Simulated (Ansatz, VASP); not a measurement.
Zn in VASP and in Ansatz

Contents of INCAR:

```
SYSTEM = Zn
  PREC = Accurate
  ENCUT = 520
  EDIFF = 1E-6
  ISMEAR = -1
  SIGMA = 0.1
  LREAL = .False.
  LASPH = .True.
  NELM = 80
  ALGO = Normal
  ISIF = 2
  LWAVE = .False.
  LCHARG = .True.
  GGA = RE
  LELF = .True.
  LVHAR = .True.
  NBANDS = 32
```

File KPOINTS:

```
regular mesh
0
Gamma
  15 15 4
  0 0 0
```

Contents of POSCAR:

```
Zn
1.0
    2.7209898635      0.0000000000      0.0000000000
   -1.3604949317      2.3564463452      0.0000000000
    0.0000000000      0.0000000000     10.1905734645
Zn
4
Direct
    1.0000000000      1.0000000000      0.0000000000
    0.0000000000      0.0000000000      0.5000000000
    0.3333333333      0.6666666667      0.2500000000
    0.6666666667      0.3333333333      0.7500000000
```

Input for Ansatz:

```yaml
crystal:
  lattice:
    - [2.7209898635, 0.0, 0.0]
    - [-1.3604949317, 2.3564463452, 0.0]
    - [0.0, 0.0, 10.1905734645]
  atoms:
    - { symbol: Zn, position: [1.0, 1.0, 0.0] }
    - { symbol: Zn, position: [0.0, 0.0, 0.5] }
    - { symbol: Zn, position: [0.3333333333, 0.6666666667, 0.25] }
    - { symbol: Zn, position: [0.6666666667, 0.3333333333, 0.75] }
hamiltonian:
  xc: revpbe
  pseudopotentials:
    kind: paw
    azcp:
      Zn: "pseudopotentials/Zn.paw.azcp"
basis:
  ecutwfc: 420
  fft_grid_basis: typed
kpoints:
  mp_grid: { grid: [15, 15, 4], shift: [0, 0, 0] }
magnetization:
  spin_polarized: false
scf:
  occupations: { method: fermi_dirac, width: 0.1 }
  lower_state_search: "off"
output:
  stress: true
```

Alike in both runs: task single point; functional revPBE; k mesh 15 × 15 × 4; occupations fermi-dirac, width 0.1 eV; no spin polarisation.

```csv
,VASP,Ansatz
version,VASP 6.6.1,Ansatz 0.2.0
potentials or method,"VASP PAW PBE potentials, release 64 (Zn), cutoff 520 eV","plane waves (420 eV) with PAW, scalar-relativistic"
valence electrons in the cell,48,48
```

Ansatz gave:

| Item | Value |
| --- | --- |
| pressure (GPa) | -2.2 |
| traceless stress, the component that is largest in VASP (GPa) | 1.86 |

**Question.** Which values does VASP return?

**Answer.** Pressure (GPa): -1.9; traceless stress, the component that is largest in VASP (GPa): 1.72.

VASP's potentials were made for PBE, not for revPBE.
